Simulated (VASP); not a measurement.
Crystal: Si2P.

```
Si P
1.0
     3.72550    0.00000    0.00000
     0.00000    3.72550    0.00000
     0.00000    0.00000    6.13521
Si P
4 2
Direct
  0.00000 0.00000 0.00000
  0.50000 0.50000 0.00000
  0.00000 0.50000 0.33000
  0.50000 0.00000 0.67000
  0.00000 0.50000 0.73500
  0.50000 0.00000 0.26500
```

The cell was generated, and may not be a known phase.

| Property | Result |
| --- | --- |
| Program | VASP 6.6.1 |
| Task | relaxation of cell and atoms |
| Functional | PBE |
| Potentials or basis | VASP PAW PBE potentials, release 64 (Si, P) |
| Cutoff | 600 eV |
| k mesh | 6 × 6 × 4 |
| Occupations | gaussian, width 0.1 eV |
| Spin | no spin polarisation |

At the start: pressure 8.6 GPa; volume 14.19 Å³/atom.

Q: How do energy, volume and symmetry change on relaxing?

A: Over 32 steps the energy falls by 314.4 meV/atom and the volume is 16.66 Å³/atom (+17.4 %); space group P4/nmm (No. 129, to 0.1 Å) before and after.

Step by step:
```csv
step,energy change (eV),largest force (eV/Å),pressure (GPa),volume (Å³)
1,0.0000,1.2860,8.61,85.15
2,-0.3062,0.8985,-1.57,94.90
3,-0.3065,0.8923,-1.84,95.26
4,-0.4288,0.9883,-1.72,94.56
5,-0.8086,0.5764,-0.81,92.43
6,-0.8538,1.8290,6.27,88.10
7,-1.0022,0.5647,1.77,90.38
8,-1.0557,0.4972,1.68,90.33
9,-1.1964,0.5732,1.75,90.14
10,-1.3903,0.6892,2.34,89.54
11,-1.0231,1.6915,8.18,87.46
12,-1.3931,1.1612,3.90,88.95
13,-1.4019,1.1045,3.67,89.08
14,-1.5122,0.6438,1.24,90.85
15,-1.5594,0.5804,-0.77,92.64
16,-1.5634,0.6606,-1.46,93.33
17,-1.5981,0.6285,-0.64,92.76
18,-1.6329,0.5528,1.22,91.67
19,-1.6377,0.5375,2.16,91.18
20,-1.6740,0.5408,1.61,92.12
21,-1.7587,0.5382,-0.09,94.96
22,-1.8116,0.5262,-2.81,100.76
23,-1.8373,0.4743,-2.25,100.84
24,-1.8731,0.2808,-0.75,101.03
25,-1.8750,0.2007,-0.24,101.09
26,-1.8750,0.2128,-0.32,101.08
27,-1.8782,0.1820,-0.27,100.88
28,-1.8835,0.0702,-0.11,100.26
29,-1.8836,0.0564,-0.09,100.17
30,-1.8848,0.0507,0.13,99.94
31,-1.8854,0.0445,0.41,99.64
32,-1.8863,0.0343,0.07,99.96
```

Final structure:
```yaml
crystal:
  lattice:
    - [3.45013, 0.00000, 0.00000]
    - [0.00000, 3.45013, 0.00000]
    - [0.00000, 0.00000, 8.39740]
  atoms:
    - { symbol: Si, position: [0.00000, 0.00000, 0.00000] }
    - { symbol: Si, position: [0.50000, 0.50000, 0.00000] }
    - { symbol: Si, position: [0.00000, 0.50000, 0.35754] }
    - { symbol: Si, position: [0.50000, 0.00000, 0.64246] }
    - { symbol: P, position: [0.00000, 0.50000, 0.63820] }
    - { symbol: P, position: [0.50000, 0.00000, 0.36180] }
```

Caveat: the volume moved by over 15 % at a fixed basis, so the end points are rough.
